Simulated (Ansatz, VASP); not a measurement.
# Two plane-wave programs on P

The input INCAR:

```
  PREC = Accurate
  ENCUT = 520
  EDIFF = 1E-6
  ISMEAR = 0
  SIGMA = 0.1
  LREAL = False
  LASPH = True
  NELM = 80
  ALGO = Fast
  ISIF = 2
  LWAVE = False
  LCHARG = True
  GGA = PE
  LELF = True
  LVHAR = True
  NBANDS = 12
```

Contents of KPOINTS:

```
Automatic mesh
0
Gamma
  15 15 15
```

File POSCAR:

```
P
1.0
    1.8123393247      1.0463545970      3.2398134517
   -1.8123393247      1.0463545970      3.2398134517
    0.0000000000     -2.0927091939      3.2398134517
P
2
Direct
    0.2111041758      0.2111041758      0.2111041758
    0.7888958242      0.7888958242      0.7888958242
```

Input for Ansatz:

```yaml
crystal:
  lattice:
    - [1.8123393247, 1.046354597, 3.2398134517]
    - [-1.8123393247, 1.046354597, 3.2398134517]
    - [0.0, -2.0927091939, 3.2398134517]
  atoms:
    - { symbol: P, position: [0.2111041758, 0.2111041758, 0.2111041758] }
    - { symbol: P, position: [0.7888958242, 0.7888958242, 0.7888958242] }
basis:
  ecutwfc: 420
kpoints:
  mp_grid: { grid: [15, 15, 15] }
hamiltonian:
  xc: pbe
scf:
  occupations: { method: gaussian, width: 0.1 }
output:
  forces: true
  stress: true
  eigenvalues: true
  populations: true
```

Alike in both runs: task single point; functional PBE; k mesh 15 × 15 × 15; occupations gaussian, width 0.1 eV; no spin polarisation.

```csv
,VASP,Ansatz
version,VASP 6.6.1,Ansatz 0.2.0
potentials or method,"VASP PAW PBE potentials, release 64 (P), cutoff 520 eV","scalar-relativistic, plane waves, PAW"
valence electrons in the cell,10,10
```

|  | VASP | Ansatz | Ansatz less VASP |
| --- | --- | --- | --- |
| gap on the k mesh at the Fermi level (eV) | none | none | - |
| pressure (GPa) | -0.7 | -0.5 | +0.28 |
| traceless stress, the component that is largest in VASP (GPa) | 3.49 | 3.17 | -0.313 |
| rms of the force components (eV/Å) | 1.057 | 1.067 | +0.0104 |

Atom by atom the forces differ by 0.010 eV/Å (rms over components). A gap of «none» marks a metal or a gap that the smearing closes.
